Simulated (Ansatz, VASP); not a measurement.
**Hf2S: VASP beside Ansatz**

POSCAR

```
Hf2S
1.0
    3.3742737662      0.0000000000      0.0000000000
   -1.6871368831      2.9222068008      0.0000000000
    0.0000000000      0.0000000000     11.7174070300
Hf S
4 2
Direct
    0.6666666667      0.3333333333      0.8998116400
    0.3333333333      0.6666666667      0.3998116400
    0.6666666667      0.3333333333      0.6001883600
    0.3333333333      0.6666666667      0.1001883600
    0.0000000000      0.0000000000      0.7500000000
    0.0000000000      0.0000000000      0.2500000000
```

Contents of INCAR.step1:

```
SYSTEM = Hf2S
  ALGO = Normal
  EDIFF = 1E-4
  ENCUT = 520
  GGA = PE
  ISMEAR = 0
  LASPH = .TRUE.
  LCHARG = .FALSE.
  LREAL = .FALSE.
  LWAVE = .TRUE.
  NBANDS = 35
  NELM = 60
  PREC = Accurate
  SIGMA = 0.1
```

INCAR.step2

```
SYSTEM = Hf2S
  ALGO = Normal
  EDIFF = 1E-6
  ENCUT = 520
  ISIF = 2
  ISMEAR = 0
  ISTART = 1
  LASPH = .TRUE.
  LCHARG = .FALSE.
  LMIXTAU = .TRUE.
  LREAL = .FALSE.
  LWAVE = .FALSE.
  METAGGA = R2SCAN
  NBANDS = 35
  NELM = 60
  PREC = Accurate
  SIGMA = 0.1
```

KPOINTS

```
k-points
0
G
  6 6 2
  0 0 0
```

Input for Ansatz:

```yaml
crystal:
  lattice:
    - [3.3742737662, 0.0, 0.0]
    - [-1.6871368831, 2.9222068008, 0.0]
    - [0.0, 0.0, 11.71740703]
  atoms:
    - { symbol: Hf, position: [0.6666666667, 0.3333333333, 0.89981164] }
    - { symbol: Hf, position: [0.3333333333, 0.6666666667, 0.39981164] }
    - { symbol: Hf, position: [0.6666666667, 0.3333333333, 0.60018836] }
    - { symbol: Hf, position: [0.3333333333, 0.6666666667, 0.10018836] }
    - { symbol: S, position: [0.0, 0.0, 0.75] }
    - { symbol: S, position: [0.0, 0.0, 0.25] }
basis:
  ecutwfc: 500
kpoints:
  mp_grid: { grid: [6, 6, 2] }
hamiltonian:
  xc: r2scan
scf:
  occupations: { method: gaussian, width: 0.1 }
output:
  forces: true
  stress: true
  eigenvalues: true
```

Alike in both runs: task single point; functional r2SCAN; k mesh 6 × 6 × 2; occupations gaussian, width 0.1 eV; no spin polarisation.

|  | VASP | Ansatz |
| --- | --- | --- |
| version | VASP 6.6.1 | Ansatz 0.2.0 |
| potentials or method | VASP PAW PBE potentials, release 64 (Hf_pv, S), cutoff 520 eV | scalar-relativistic, plane waves, PAW |
| valence electrons in the cell | 52 | 116 |

|  | VASP | Ansatz | Ansatz less VASP |
| --- | --- | --- | --- |
| gap on the k mesh at the Fermi level (eV) | none | none | - |
| pressure (GPa) | -0.1 | 0.8 | +0.88 |
| traceless stress, the component that is largest in VASP (GPa) | -0.22 | -0.10 | +0.118 |
| rms of the force components (eV/Å) | 0.023 | 0.020 | -0.0025 |

VASP's potentials were made for PBE, not for r2SCAN. Atom by atom the forces differ by 0.003 eV/Å (rms over components). A gap of «none» marks a metal or a gap that the smearing closes. VASP's potentials hold 52 valence electrons a cell and Ansatz's 116, so a difference there can come from the potentials and not from the codes.

Neither program's run includes spin-orbit coupling.
